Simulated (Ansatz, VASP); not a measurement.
## One calculation of TiC, two programs

```
Ti C
1.0
     0.00000    2.16646    2.16646
     2.16646    0.00000    2.16646
     2.16646    2.16646    0.00000
Ti C
1 1
Direct
  0.00000 0.00000 0.00000
  0.50000 0.50000 0.50000
```

Alike in both runs: functional PBE; k mesh 16 × 16 × 16; occupations gaussian, width 0.1 eV; no spin polarisation.

Ansatz relaxed the structure, and its values are those at the end. VASP's run is a single point on that final structure, the one shown.

```csv
,VASP,Ansatz
version,VASP 6.6.1,Ansatz 0.2.0
potentials or method,"VASP PAW PBE potentials, release 64 (Ti_sv, C), cutoff 520 eV","scalar-relativistic, plane waves, PAW"
valence electrons in the cell,16,16
```

VASP gave:

* gap on the k mesh at the Fermi level (eV): none
* pressure (GPa): 0.2

Q: What did Ansatz give for the same quantities?

A: gap on the k mesh at the Fermi level (eV): none; pressure (GPa): 0.0.

A gap of «none» marks a metal or a gap that the smearing closes. With one functional, cell and mesh, what is left measures potentials, basis and numerics.
